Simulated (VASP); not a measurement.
# Al4Cu (Cmmm) in VASP: notebook, part 2 of 2

VASP 6.6.1.

### 4 Relaxation of cell and atoms, PBE

INCAR

```
  PREC = Accurate
  ENCUT = 600
  EDIFF = 1E-6
  ISMEAR = 0
  SIGMA = 0.1
  LREAL = False
  LASPH = True
  NELM = 60
  ALGO = Normal
  ISIF = 3
  LWAVE = False
  LCHARG = False
  GGA = PE
  IBRION = 2
  NSW = 90
  EDIFFG = -0.04
```

KPOINTS

```
regular mesh
0
Gamma
  4 4 6
```

POSCAR

```
Al4Cu
1.0
    3.3057639900     -3.4712816300      0.0000000000
    3.3057639900      3.4712816300      0.0000000000
    0.0000000000      0.0000000000      2.9684751600
Al Cu
4 1
Direct
    0.8105999900      0.1894000100      0.5000000000
    0.1894000100      0.8105999900      0.5000000000
    0.2852000000      0.2852000000      0.0000000000
    0.7148000000      0.7148000000      0.0000000000
    0.0000000000      0.0000000000      0.0000000000
```

Potentials or basis: VASP PAW PBE potentials, release 64 (Al, Cu).

Command:

```console
> cat potpaw_PBE.64/Al/POTCAR potpaw_PBE.64/Cu/POTCAR > POTCAR
> mpirun -np 1 vasp_std > vasp.out
```

OUTCAR:

```text
PREC = Accurate
   ENCUT = 600
   EDIFF = 1E-6
   ISMEAR = 0
   LREAL = False
   LASPH = True
   NELM = 60
   ISIF = 3
   GGA = PE
   IBRION = 2
   NSW = 90
   EDIFFG = -0.04

 ion  position               nearest neighbor table
   1  0.811  0.189  0.500-   5 1.98   5 1.98   2 2.63   3 2.74   3 2.74   4 2.74   4 2.74   4 2.98
                             4 2.98   3 2.98   3 2.98
   2  0.189  0.811  0.500-   5 1.98   5 1.98   1 2.63   3 2.74   3 2.74   4 2.74   4 2.74   4 2.98
                             4 2.98   3 2.98   3 2.98
   3  0.285  0.285  0.000-   5 1.89   2 2.74   1 2.74   1 2.74   2 2.74   4 2.84   2 2.98   2 2.98
                             1 2.98   1 2.98
   4  0.715  0.715  0.000-   5 1.89   2 2.74   1 2.74   1 2.74   2 2.74   3 2.84   1 2.98   1 2.98
                             2 2.98   2 2.98
   5  0.000  0.000  0.000-   3 1.89   4 1.89   1 1.98   2 1.98   1 1.98   2 1.98

  LATTYP: Found a base centered orthorhombic cell.
 ALAT       =     6.6115279800
 B/A-ratio  =     1.0500694062
 C/A-ratio  =     0.4489847383

  Lattice vectors:

 A1 = (   3.3057639900,  -3.4712816300,   0.0000000000)
 A2 = (   3.3057639900,   3.4712816300,   0.0000000000)
 A3 = (   0.0000000000,   0.0000000000,   2.9684751600)

Analysis of symmetry for initial positions (statically):
=====================================================================
 Subroutine PRICEL returns:
 Original cell was already a primitive cell.

 Routine SETGRP: Setting up the symmetry group for a
 base centered orthorhombic supercell.

 Subroutine GETGRP returns: Found  8 space group operations
 (whereof  8 operations were pure point group operations)
 out of a pool of  8 trial point group operations.

The static configuration has the point symmetry D_2h.

Analysis of symmetry for dynamics (positions and initial velocities):
=====================================================================
 Subroutine PRICEL returns:
 Original cell was already a primitive cell.

 Routine SETGRP: Setting up the symmetry group for a
 base centered orthorhombic supercell.

 Subroutine GETGRP returns: Found  8 space group operations
 (whereof  8 operations were pure point group operations)
 out of a pool of  8 trial point group operations.

The dynamic configuration has the point symmetry D_2h.

 Subroutine INISYM returns: Found  8 space group operations
 (whereof  8 operations are pure point group operations),
 and found     1 'primitive' translations

----------------------------------------------------------------------------------------

                                     Primitive cell

  volume of cell :      68.1279

  direct lattice vectors                    reciprocal lattice vectors
     3.305763990 -3.471281630  0.000000000     0.151250967 -0.144039019  0.000000000
     3.305763990  3.471281630  0.000000000     0.151250967  0.144039019  0.000000000
     0.000000000  0.000000000  2.968475160     0.000000000  0.000000000  0.336873292

  length of vectors
     4.793523935  4.793523935  2.968475160     0.208863817  0.208863817  0.336873292

  position of ions in fractional coordinates (direct lattice)
     0.810599990  0.189400010  0.500000000
     0.189400010  0.810599990  0.500000000
     0.285200000  0.285200000  0.000000000
     0.714800000  0.714800000  0.000000000
     0.000000000  0.000000000  0.000000000

  ion indices of the primitive-cell ions
   primitive index   ion index
                 1           1
[... 35 lines left out ...]
  0.500000  0.000000  0.000000      2.000000
  0.250000  0.250000  0.000000      2.000000
  0.500000  0.250000  0.000000      4.000000
 -0.250000  0.250000  0.000000      2.000000
[... 16 lines left out ...]
  0.250000  0.000000  0.500000      4.000000
  0.500000  0.000000  0.500000      2.000000
 [... further k-points ...]
   k-points           NKPTS =     28   k-points in BZ     NKDIM =     28   number of bands    NBANDS=     15
   number of dos      NEDOS =    301   number of ions     NIONS =      5
   total plane-waves  NPLWV =  38400
   dimension x,y,z NGX =    40 NGY =   40 NGZ =   24
   dimension x,y,z NGXF=    80 NGYF=   80 NGZF=   48
   ions per type =               4   1
   NGX,Y,Z   is equivalent  to a cutoff of  13.87, 13.87, 13.44 a.u.
   NGXF,Y,Z  is equivalent  to a cutoff of  27.75, 27.75, 26.88 a.u.
 SYSTEM =  unknown system
   PREC   = accura    normal or accurate (medium, high low for compatibility)
   ISTART =      0    job   : 0-new  1-cont  2-samecut
   ICHARG =      2    charge: 1-file 2-atom 10-const
   ISPIN  =      1    spin polarized calculation?
   LNONCOLLINEAR =      F non collinear calculations
   LSORBIT =      F    spin-orbit coupling
   LASPH  =      T    aspherical Exc in radial PAW
   ENCUT  =  600.0 eV  44.10 Ry    6.64 a.u.   9.57  9.57  5.93*2*pi/ulx,y,z
   NELM   =     60;   NELMIN=  2; NELMDL= -5     # of ELM steps
   EDIFF  = 0.1E-05   stopping-criterion for ELM
   LREAL  =      F    real-space projection
   EDIFFG = -.4E-01   stopping-criterion for IOM
   NSW    =     90    number of steps for IOM
   IBRION =      2    ionic relax: 0-MD 1-quasi-New 2-CG
   NFREE  =      1    steps in history (QN), initial steepest desc. (CG)
   ISIF   =      3    stress and relaxation
   ISYM   =      2    0-nonsym 1-usesym 2-fastsym
   POTIM  = 0.5000    time-step for ionic-motion
   TEBEG  =    0.0;   TEEND  =   0.0 temperature during run
   PSTRESS=    0.0 pullay stress
   NELECT =      23.0000    total number of electrons
   NUPDOWN=      -1.0000    fix difference up-down
   EMIN   =  10.00;   EMAX   =-10.00  energy-range for DOS
   EFERMI =   0.00;   METHOD = LEGACY
   ISMEAR =     0;   SIGMA  =   0.10  broadening in eV -4-tet -1-fermi 0-gaus
   EFERMI_NEDOS =   21; number of points for ismear=-14 and -15
   IALGO  =     38    algorithm
   IMIX   =      4    mixing-type and parameters
     AMIX     =   0.40;   BMIX     =  1.00
     AMIX_MAG =   1.60;   BMIX_MAG =  1.00
  volume/ion in A,a.u.               =      13.63        91.95
  Fermi-wavevector in a.u.,A,eV,Ry     =   1.139924  2.154143 17.679761  1.299426
  Thomas-Fermi vector in A             =   2.276626
   LORBIT       =      0    0 simple, 1 ext, 2 COOP (PROOUT), +10 PAW based schemes
   GGA     = PE    functional components
   LHFCALC =     F    Hartree Fock is set to
   AEXX    =    0.0000 exact exchange contribution
   IVDW    =     0    specifies the selected vdW correction
   LEPSILON=     F    determine dielectric tensor
   LRPA    =     F    only Hartree local field effects (RPA)
 conjugate gradient relaxation of ions
 non-spin polarized calculation
 Gauss-broadening in eV      SIGMA  =   0.10
  energy-cutoff  :      600.00
  volume of cell :       68.13
 maximum number of plane-waves:      2304
 NGX is ok and might be reduce to    40
   NGX = 19   NGY = 19   NGZ = 11

--------------------------------------- Ionic step        1  -------------------------------------------

 number of electron      22.9999992 magnetization

 Free energy of the ion-electron system (eV)
  ---------------------------------------------------
  ext. energy  EPLUGINS =         0.00000000
  ---------------------------------------------------
  free energy    TOTEN  =       -10.30598052 eV

  energy without entropy =      -10.28712941  energy(sigma->0) =      -10.29655497

------------------------ aborting loop because EDIFF is reached ----------------------------------------

  FORCE on cell =-STRESS in cart. coord.  units (eV):
  Direction    XX          YY          ZZ          XY          YZ          ZX
  --------------------------------------------------------------------------------------
  -------------------------------------------------------------------------------------
  Total       31.4463930     23.6175137     26.5557660      0.0000000      0.0000000      0.0000000
  in kB      739.5308769    555.4176140    624.5170584      0.0000000      0.0000000      0.0000000
  external PRESSURE =     639.8218498 kB  Pullay stress =       0.0000000 kB
[... 971 lines left out ...]
      4       2.1238      2.00000
      5       2.4583      2.00000
      6       2.7681      2.00000
      7       2.8042      2.00000
      8       2.8060      2.00000
      9       4.1668      2.00000
     10       5.8077      2.00000
     11       6.2331      1.98742
     12       6.3283      1.74905
     13       6.8707      0.00000
     14       7.0433      0.00000
     15       7.8566      0.00000

 [... further k-points ...]

[... ionic steps 4 to 20 ...]

--------------------------------------- Ionic step       21  -------------------------------------------

 number of electron      23.0000020 magnetization

------------------------ aborting loop because EDIFF is reached ----------------------------------------
[... 73 lines left out ...]
--------------------------------------- Ionic step       23  -------------------------------------------

 number of electron      23.0000020 magnetization

 Free energy of the ion-electron system (eV)
  ---------------------------------------------------
  ext. energy  EPLUGINS =         0.00000000
  ---------------------------------------------------
  free energy    TOTEN  =       -18.25379404 eV

  energy without entropy =      -18.24204165  energy(sigma->0) =      -18.24791785

 E-fermi :   6.6209     XC(G=0): -10.0275

 val. band max:        6.6197568529   @ k =   0.2500   0.0000   0.3333
 cond. band min:       6.6992251372   @ k =   0.2500   0.0000   0.5000
 fundamental gap:      0.0794682843
 Fermi energy:         6.6208569635
[... 464 lines left out ...]
  FREE ENERGIE OF THE ION-ELECTRON SYSTEM (eV)
  ---------------------------------------------------
  free  energy   TOTEN  =       -18.2537940435 eV

  energy  without entropy=      -18.2420416528  energy(sigma->0) =      -18.24791785

 reached required accuracy - stopping structural energy minimisation
```

Run time: 3.6 min. Hardware: 1 thread of Intel Xeon 6975P-C (Granite Rapids), shared host; peak memory 0.21 GiB.

Results:

```
Free energy                           : -18.2538 eV
Relaxed volume                        : 17.51 Å³/atom
Relaxed cell                          : a = 5.610 Å, b = 5.610 Å, c = 2.782 Å, α = 90.00°, β = 90.00°, γ = 90.14°
Space group after relaxing (to 0.1 Å) : Cmmm (No. 65)
Energy gained by relaxing             : 1589.6 meV/atom
Ionic steps                           : 23
Pressure after relaxing               : 0.1 GPa
Largest force after relaxing          : 0.033 eV/Å
Band gap on the k mesh                : zero (an odd number of electrons rules out a gap without spin polarisation)
```

Forces in eV/Å, atoms in the order of the input:
```
Al   0.000  0.033  0.000
Al   0.000 -0.033  0.000
Al  -0.029  0.000  0.000
Al   0.029  0.000  0.000
Cu   0.000  0.000  0.000
```

The path:
```
step  energy change (eV)  largest force (eV/Å)  pressure (GPa)  volume (Å³)
   1              0.0000                9.3046           63.98        68.13
   2             -4.6908                1.0020           -8.93       136.97
   3             -7.0955                0.6847           -3.59        97.61
   4             -7.1164                0.8009           -2.78        96.29
   5             -7.1280                1.0019           -1.37        94.20
   6             -7.3998                0.7187           -1.59        92.71
   7             -7.6210                0.1725            0.42        87.50
   8             -7.6343                0.2095           -0.72        88.96
   9             -7.7879                0.3059            0.80        86.58
  10             -7.7760                0.3183            3.26        84.47
  11             -7.8139                0.3499            1.83        85.61
  12             -7.8747                0.1933           -0.35        88.28
  13             -7.8881                0.3198           -1.78        90.37
  14             -7.9054                0.3954           -0.84        89.37
  15             -7.9085                0.3755           -1.14        89.65
  16             -7.9358                0.2638            0.29        87.53
  17             -7.9382                0.2090            1.03        86.73
  18             -7.9444                0.0340           -0.02        87.58
  19             -7.9447                0.0374            0.17        87.42
  20             -7.9470                0.0563           -0.14        87.81
  21             -7.9470                0.0604           -0.17        87.87
  22             -7.9477                0.0414            0.06        87.65
  23             -7.9478                0.0329            0.11        87.56
```

Final structure:
```yaml
crystal:
  lattice:
    - [3.96206, -3.97195, 0.00000]
    - [3.96206, 3.97195, 0.00000]
    - [0.00000, 0.00000, 2.78184]
  atoms:
    - { symbol: Al, position: [0.74012, 0.25988, 0.50000] }
    - { symbol: Al, position: [0.25988, 0.74012, 0.50000] }
    - { symbol: Al, position: [0.31064, 0.31064, 0.00000] }
    - { symbol: Al, position: [0.68936, 0.68936, 0.00000] }
    - { symbol: Cu, position: [0.00000, 0.00000, 0.00000] }
```

Caveat: the volume moved by over 15 % at a fixed basis, so the end points are rough.

### 5 Overview

```csv
task,cell,cutoff (eV),gap on the mesh (eV),pressure (GPa),largest force (eV/Å)
single point,"a = 4.794, b = 4.794, c = 2.968 Å, angles 90.0, 90.0, 92.8°, 5 atoms, atomic positions A",520,none,64.0,9.30
single point,"a = 5.612, b = 5.612, c = 2.780 Å, 5 atoms, atomic positions B",520,none,0.1,0.01
relaxation of cell and atoms,"relaxed from a = 4.794, b = 4.794, c = 2.968 Å, angles 90.0, 90.0, 92.8°, 5 atoms, atomic positions A",600,none,0.1,0.03
```

Alike in all rows: level PBE; potentials or basis VASP PAW PBE potentials, release 64 (Al, Cu); no spin polarisation; k mesh 4 × 4 × 6; smearing gaussian 0.1 eV.

Caveats: some runs use coarse meshes; the cell stands under pressure (at least some runs); forces of over 1 eV/Å act on the atoms, so gaps and moduli don't describe the material at rest (at least some runs); the volume moved by over 15 % at a fixed basis, so the end points are rough (at least some runs).

Absolute energies hang on the potentials; compare differences alone.
